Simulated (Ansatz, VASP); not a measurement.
GaN: VASP beside Ansatz

```
CELL_PARAMETERS angstrom
0.00000 2.22770 2.22770
2.22770 0.00000 2.22770
2.22770 2.22770 0.00000
ATOMIC_POSITIONS crystal
Ga 0.00000 0.00000 0.00000
N 0.25000 0.25000 0.25000
```

Alike in both runs: task single point; functional LDA; k mesh 10 × 10 × 10; non-collinear spin, spin-orbit coupling.

|  | VASP | Ansatz |
| --- | --- | --- |
| version | VASP 6.6.1 | Ansatz 0.2.0 |
| potentials or method | VASP PAW LDA potentials, release 64 (Ga_d, N_h) | PAW with Ansatz's default frozen-core files, fully relativistic files with spin-orbit coupling |
| plane-wave cutoff (eV) | 1330 | 420 |
| occupations | gaussian, width 0.01 eV | fixed |
| valence electrons in the cell | 18 | 18 |

|  | VASP | Ansatz | Ansatz less VASP |
| --- | --- | --- | --- |
| pressure (GPa) | 1.1 | 0.0 | -1.08 |

LDA's correlation is that of Perdew and Zunger in VASP and of Perdew and Wang (1992) in Ansatz.
